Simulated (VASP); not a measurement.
Write the native input for VASP 6.6.1 that does the following.

* Task: single point
* Functional: r2SCAN
* Potentials or basis: VASP PAW PBE potentials, release 64 (Zn, S)
* Cutoff: 520 eV
* k mesh: 6 × 6 × 4
* Occupations: gaussian, width 0.05 eV
* Spin: no spin polarisation
* Dipole correction: no
* Further INCAR settings: ALGO = Normal; EDIFF = 1e-06; NBANDS = 26

ZnS:

```
Zn S
1.0
     3.80672    0.00000    0.00000
    -1.90336    3.29672    0.00000
     0.00000    0.00000    6.33942
Zn S
2 2
Direct
  0.33333 0.66667 0.00539
  0.66667 0.33333 0.50539
  0.33333 0.66667 0.37961
  0.66667 0.33333 0.87961
```

This cell differs from its parent crystal: strain +0.0150 x Voigt [0, 0, 1, 0, 0, 0].

These files were run (other wordings do the same):

POSCAR

```
ZnS
1.0
    3.8067217484      0.0000000000      0.0000000000
   -1.9033608742      3.2967177392      0.0000000000
    0.0000000000      0.0000000000      6.3394211792
Zn S
2 2
Direct
    0.3333333333      0.6666666667      0.0053880718
    0.6666666667      0.3333333333      0.5053880718
    0.3333333333      0.6666666667      0.3796119282
    0.6666666667      0.3333333333      0.8796119282
```

INCAR.step1

```
SYSTEM = ZnS
PREC = Accurate ; ENCUT = 520
ISMEAR = 0 ; SIGMA = 0.05
LREAL = .FALSE. ; LASPH = .TRUE.
NELM = 60 ; NBANDS = 26
GGA = PE ; ALGO = Normal
EDIFF = 1E-4 ; LWAVE = .TRUE.
LCHARG = .FALSE.
```

INCAR.step2

```
SYSTEM = ZnS
PREC = Accurate ; ENCUT = 520
EDIFF = 1E-6 ; ISMEAR = 0
SIGMA = 0.05 ; LREAL = .FALSE.
LASPH = .TRUE. ; NELM = 60
ALGO = Normal ; ISIF = 2
LWAVE = .FALSE. ; LCHARG = .TRUE.
METAGGA = R2SCAN ; LMIXTAU = .TRUE.
LELF = .TRUE. ; LVHAR = .TRUE.
NBANDS = 26 ; ISTART = 1
```

KPOINTS

```
Automatic mesh
0
G
  6 6 4
  0 0 0
```

Potentials or basis: VASP PAW PBE potentials, release 64 (Zn, S).

Launch:

```console
$ cat potpaw_PBE.64/Zn/POTCAR potpaw_PBE.64/S/POTCAR > POTCAR
$ cp INCAR.step1 INCAR
$ mpirun -np 1 vasp_std > vasp.out
$ cp INCAR.step2 INCAR
$ mpirun -np 1 vasp_std > vasp.out
```

It gave:

```
Pressure               : -1.1 GPa
Largest force          : 0.090 eV/Å
Band gap on the k mesh : 2.67 eV, direct
```

Caveat: the cell differs from its parent crystal (strain +0.0150 x Voigt [0, 0, 1, 0, 0, 0]); the PAW data sets were made with another functional, which shifts forces and pressure a little.

It took 2.9 min on 1 thread of AMD EPYC 7R43 64-Core Processor (Zen 3), on a shared host, peak memory 0.18 GiB.
